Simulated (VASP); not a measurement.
The system is Be3ZnO.

```
CELL_PARAMETERS angstrom
3.27526 0.00000 0.00000
-1.63763 2.83646 0.00000
0.00000 0.00000 5.57507
ATOMIC_POSITIONS crystal
Be 0.00000 0.00000 0.17524
Be 0.00000 0.00000 0.82476
Be 0.33333 0.66667 0.50000
Zn 0.66667 0.33333 0.50000
O 0.33333 0.66667 0.00000
```

| Item | Value |
| --- | --- |
| Program | VASP 6.6.1 |
| Task | relaxation of cell and atoms |
| Functional | PBE |
| Potentials or basis | VASP PAW PBE potentials, release 64 (Be, Zn, O) |
| Cutoff | 600 eV |
| k mesh | 6 × 6 × 4 |
| Occupations | gaussian, width 0.1 eV |
| Spin | no spin polarisation |

At the start: pressure 7.2 GPa; volume 10.36 Å³/atom.

Problem. How do energy, volume and symmetry change on relaxing?

Solution. Over 20 steps the energy falls by 378.2 meV/atom and the volume is 10.30 Å³/atom (-0.6 %); space group P-6m2 (No. 187, to 0.05 Å).

Step by step:
```tsv
step	energy change (eV)	largest force (eV/Å)	pressure (GPa)	volume (Å³)
1	0.0000	2.6403	7.15	51.79
2	-0.4386	0.5396	-1.46	55.33
3	-0.4451	0.2806	-2.26	55.87
4	-0.4931	0.1662	-0.89	54.84
5	-0.5425	0.0854	2.69	52.67
6	-0.5483	0.0968	4.42	51.78
7	-0.5882	0.1937	3.53	52.11
8	-0.7895	0.7405	0.90	53.01
9	-1.4356	1.1244	-4.03	54.38
10	-1.1462	4.2928	-3.09	55.20
11	-1.6724	1.0773	-5.90	54.87
12	-1.7961	0.2130	-6.44	55.23
13	-1.8012	0.4490	-6.56	55.13
14	-1.8064	0.3479	-6.54	55.15
15	-1.8118	0.2004	-6.02	54.93
16	-1.8158	0.0347	-6.22	55.02
17	-1.8372	0.0293	-5.37	54.45
18	-1.8804	0.0109	-2.58	52.76
19	-1.8628	0.0408	4.52	49.48
20	-1.8910	0.0061	-0.07	51.51
```

Final structure:
```yaml
crystal:
  lattice:
    - [3.77454, 0.00000, 0.00000]
    - [-1.88727, 3.26885, 0.00000]
    - [0.00000, 0.00000, 4.17447]
  atoms:
    - { symbol: Be, position: [0.00000, 0.00000, 0.26945] }
    - { symbol: Be, position: [0.00000, 0.00000, 0.73055] }
    - { symbol: Be, position: [0.33333, 0.66667, 0.50000] }
    - { symbol: Zn, position: [0.66667, 0.33333, 0.50000] }
    - { symbol: O, position: [0.33333, 0.66667, 0.00000] }
```

Caveat: the k points lie up to 0.38 Å⁻¹ apart in the final cell.
